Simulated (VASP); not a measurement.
A run of VASP 6.6.1 is set up as follows.

Contents of INCAR:

```
SYSTEM = LaSc2As4
PREC     = Accurate       ! precision mode
ENCUT    = 520            ! plane-wave cutoff, eV
EDIFF    = 1E-6           ! SCF threshold, eV
ISMEAR   = 0              ! smearing method
SIGMA    = 0.1            ! smearing width, eV
LREAL    = .FALSE.        ! projectors in reciprocal space
LASPH    = .TRUE.         ! aspherical terms in the spheres
NELM     = 100            ! most SCF steps
ALGO     = Normal         ! electronic algorithm
ISIF     = 2              ! what is computed and relaxed
LWAVE    = .FALSE.        ! write WAVECAR
LCHARG   = .FALSE.        ! write CHGCAR
GGA      = PE             ! functional
NBANDS   = 36             ! bands
```

The input KPOINTS:

```
regular mesh
0
G
  4 4 4
  0 0 0
```

POSCAR

```
LaSc2As4
1.0
    6.3180775222      0.0000000000      0.0000000000
    0.0000000000      6.3180775222      0.0000000000
    0.0000000000      0.0000000000      3.8464497675
La Sc As
1 2 4
Direct
    0.0000000000      0.0000000000      0.5000000000
    0.0000000000      0.5000000000      0.5000000000
    0.5000000000      0.0000000000      0.5000000000
    0.2773940359      0.7226059641      0.0000000000
    0.7226059641      0.2773940359      0.0000000000
    0.2773940359      0.2773940359      0.0000000000
    0.7226059641      0.7226059641      0.0000000000
```

Potentials or basis: VASP PAW PBE potentials, release 64 (La, Sc_sv, As).

Run with:

```bash
$ cat potpaw_PBE.64/La/POTCAR potpaw_PBE.64/Sc_sv/POTCAR potpaw_PBE.64/As/POTCAR > POTCAR
$ mpirun -np 1 vasp_std > vasp.out
```

Q: What does it give for the largest force?

A: 0.011 eV/Å.

Q: Predict the pressure.

A: 0.2 GPa.

Stress tensor (GPa, compression positive):
```
0.28 0.00 0.00
0.00 0.28 0.00
0.00 0.00 0.07
```

Caveat: the k points lie up to 0.41 Å⁻¹ apart.
